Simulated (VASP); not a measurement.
# Bi (Pm-3m) in VASP: further runs, part 2 of 2

VASP 6.6.1.

## 5. Single point, LDA, non-collinear spin, zero start, spin-orbit coupling

This run uses another cell than the first one, of 32.63 Å³/atom, 0.893 times its volume.

File INCAR:

```
SYSTEM = Bi
PREC = Accurate
ENCUT = 520
EDIFF = 1E-7
ISMEAR = -1
SIGMA = 0.1
LREAL = .False.
LASPH = .True.
NELM = 150
ALGO = Normal
ISIF = 2
LWAVE = .False.
LCHARG = .False.
MAGMOM = 0 0 0
LORBIT = 11
LSORBIT = .True.
GGA_COMPAT = .False.
LORBMOM = .True.
NBANDS = 26
```

File KPOINTS:

```
Automatic mesh
0
Gamma
  10 10 10
  0 0 0
```

File POSCAR:

```
Bi
1.0
    3.1955766747      0.0000000000      0.0000000000
    0.0000000000      3.1955766747      0.0000000000
    0.0000000000      0.0000000000      3.1955766747
Bi
1
Direct
    0.0000000000      0.0000000000      0.0000000000
```

Potentials or basis: VASP PAW LDA potentials, release 64 (Bi_d).

Command:

```console
cat potpaw_LDA.64/Bi_d/POTCAR > POTCAR
mpirun -np 1 vasp_ncl > vasp.out
```

OUTCAR:

```text
SYSTEM = Bi
   PREC = Accurate
   ENCUT = 520
   EDIFF = 1E-7
   ISMEAR = -1
   LREAL = .False.
   LASPH = .True.
   NELM = 150
   ISIF = 2
   LORBIT = 11
   LSORBIT = .True.

 ion  position               nearest neighbor table
   1  0.000  0.000  0.000-

  LATTYP: Found a simple cubic cell.
 ALAT       =     3.1955766747

  Lattice vectors:

 A1 = (   3.1955766747,   0.0000000000,   0.0000000000)
 A2 = (   0.0000000000,   3.1955766747,   0.0000000000)
 A3 = (   0.0000000000,   0.0000000000,   3.1955766747)

Analysis of symmetry for initial positions (statically):
=====================================================================
 Subroutine PRICEL returns:
 Original cell was already a primitive cell.

 Routine SETGRP: Setting up the symmetry group for a
 simple cubic supercell.

 Subroutine GETGRP returns: Found 48 space group operations
 (whereof 48 operations were pure point group operations)
 out of a pool of 48 trial point group operations.

The static configuration has the point symmetry O_h .

Analysis of symmetry for dynamics (positions and initial velocities):
=====================================================================
 Subroutine PRICEL returns:
 Original cell was already a primitive cell.

 Routine SETGRP: Setting up the symmetry group for a
 simple cubic supercell.

 Subroutine GETGRP returns: Found 48 space group operations
 (whereof 48 operations were pure point group operations)
 out of a pool of 48 trial point group operations.

The dynamic configuration has the point symmetry O_h .

Analysis of structural, dynamic, and magnetic symmetry:
=====================================================================
 Subroutine PRICEL returns:
 Original cell was already a primitive cell.

[... 867 lines left out ...]
  Total        0.2200159      0.2200159      0.2200159     -0.0000000      0.0000000     -0.0000000
  in kB       10.8023186     10.8023186     10.8023186     -0.0000000      0.0000000     -0.0000000
  external PRESSURE =      10.8023186 kB  Pullay stress =       0.0000000 kB

 VOLUME and BASIS-vectors are now :
 -----------------------------------------------------------------------------
  energy-cutoff  :      520.00
  volume of cell :       32.63
      direct lattice vectors                 reciprocal lattice vectors
     3.195576675  0.000000000  0.000000000     0.312932563  0.000000000  0.000000000
     0.000000000  3.195576675  0.000000000     0.000000000  0.312932563  0.000000000
     0.000000000  0.000000000  3.195576675     0.000000000  0.000000000  0.312932563

 POSITION                                       TOTAL-FORCE (eV/Angst)
 -----------------------------------------------------------------------------------
      0.00000      0.00000      0.00000         0.000000      0.000000      0.000000
 -----------------------------------------------------------------------------------
    total drift:                                0.000000      0.000000      0.000000

  FREE ENERGIE OF THE ION-ELECTRON SYSTEM (eV)
  ---------------------------------------------------
  free  energy   TOTEN  =        -5.3907201888 eV

  energy  without entropy=       -5.3839807976  energy(sigma->0) =       -5.38735049

 orbital moment (x)

 # of ion     p       d       tot
 ----------------------------------------
  1        -0.000  -0.000  -0.000
 ----------------------------------------
           -0.000  -0.000  -0.000

 orbital moment (y)

 # of ion     p       d       tot
 ----------------------------------------
  1         0.000   0.000   0.000
 ----------------------------------------
            0.000   0.000   0.000

 orbital moment (z)

 # of ion     p       d       tot
 ----------------------------------------
  1         0.000   0.000   0.000
 ----------------------------------------
            0.000   0.000   0.000

 Spin-Orbit-Coupling matrix elements

 Ion:    1  E_soc:     -1.7173694
 l=   1
     0.0000000    -0.2197063    -0.2197063
    -0.2197063     0.0000000    -0.2197063
    -0.2197063    -0.2197063     0.0000000
 l=   2
     0.0000000    -0.0134937     0.0000000    -0.0134937    -0.0530282
    -0.0134937     0.0000000    -0.0397712    -0.0134937    -0.0132571
     0.0000000    -0.0397712     0.0000000    -0.0397712     0.0000000
    -0.0134937    -0.0134937    -0.0397712     0.0000000    -0.0132571
    -0.0530282    -0.0132571     0.0000000    -0.0132571     0.0000000
 l=   3
     0.0000000     0.0000000     0.0000000     0.0000000     0.0000000     0.0000000     0.0000000
     0.0000000     0.0000000     0.0000000     0.0000000     0.0000000     0.0000000     0.0000000
     0.0000000     0.0000000     0.0000000     0.0000000     0.0000000     0.0000000     0.0000000
     0.0000000     0.0000000     0.0000000     0.0000000     0.0000000     0.0000000     0.0000000
     0.0000000     0.0000000     0.0000000     0.0000000     0.0000000     0.0000000     0.0000000
     0.0000000     0.0000000     0.0000000     0.0000000     0.0000000     0.0000000     0.0000000
     0.0000000     0.0000000     0.0000000     0.0000000     0.0000000     0.0000000     0.0000000

 total charge

# of ion       s       p       d       tot
------------------------------------------
    1        1.530   1.378   9.918  12.826

 magnetization (x)

# of ion       s       p       d       tot
------------------------------------------
    1        0.000  -0.000   0.000   0.000

 magnetization (y)

# of ion       s       p       d       tot
------------------------------------------
    1       -0.000  -0.000  -0.000  -0.000

 magnetization (z)

# of ion       s       p       d       tot
------------------------------------------
    1       -0.000  -0.000   0.000  -0.000
```

OSZICAR:

```text
N       E                     dE             d eps       ncg     rms          rms(c)
DAV:   1     0.157919515204E+03    0.15792E+03   -0.76434E+03  2920   0.140E+03
DAV:   2     0.981959146648E+01   -0.14810E+03   -0.14257E+03  2988   0.399E+02
DAV:   3    -0.482933875153E+01   -0.14649E+02   -0.14450E+02  3408   0.134E+02
DAV:   4    -0.537307657890E+01   -0.54374E+00   -0.54228E+00  3600   0.270E+01
DAV:   5    -0.539843700066E+01   -0.25360E-01   -0.25358E-01  4310   0.527E+00    0.701E-01
DAV:   6    -0.539354019569E+01    0.48968E-02   -0.49788E-03  3914   0.736E-01    0.407E-01
DAV:   7    -0.539088860906E+01    0.26516E-02   -0.16559E-03  4032   0.400E-01    0.360E-01
DAV:   8    -0.539071578323E+01    0.17283E-03   -0.21663E-04  4046   0.126E-01    0.340E-02
DAV:   9    -0.539071997668E+01   -0.41934E-05   -0.17616E-05  3850   0.532E-02    0.520E-03
DAV:  10    -0.539072015551E+01   -0.17883E-06   -0.86861E-07  3810   0.105E-02    0.135E-03
DAV:  11    -0.539072018882E+01   -0.33308E-07   -0.14904E-07  3222   0.637E-03
   1 F= -.53907202E+01 E0= -.53873505E+01  d E =-.673939E-02  mag=    -0.0000     0.0000     0.0000
```

Run time: 62 s. Hardware: 1 thread of Intel Xeon 8259CL, shared host; peak memory 0.21 GiB.

What came out:

```
Free energy                                           : -5.3907 eV
Pressure                                              : 1.1 GPa
Net moment                                            : 0.00 μB per cell
Valence electrons inside the program's atomic spheres : Bi 12.83
```

Moments on the atoms (μB; x, y, z):
```
Bi  0.00 0.00 0.00
```

## 6. The runs side by side

| task | spin | cell | k mesh | cutoff (eV) | gap on the mesh (eV) | pressure (GPa) |
| --- | --- | --- | --- | --- | --- | --- |
| single point | off | a = 3.319 Å, 1 atom | 11 × 11 × 11 | 520 | none | -4.7 |
| single point | off | a = 3.196 Å, 1 atom | 16 × 16 × 16 | 520 | none | 0.1 |
| relaxation of cell and atoms | off | relaxed from a = 3.252 Å, 1 atom | 10 × 10 × 10 | 600 | none | 0.0 |
| single point | non-collinear, zero start, SOC | a = 3.196 Å, 1 atom | 10 × 10 × 10 | 520 | - | 1.1 |

Alike in all rows: level LDA; potentials or basis VASP PAW LDA potentials, release 64 (Bi_d); smearing fermi-dirac 0.1 eV.

Caveats: spin-orbit coupling is left out, which moves the levels of the heavy elements (some runs).

Absolute energies hang on the potentials; compare differences alone.
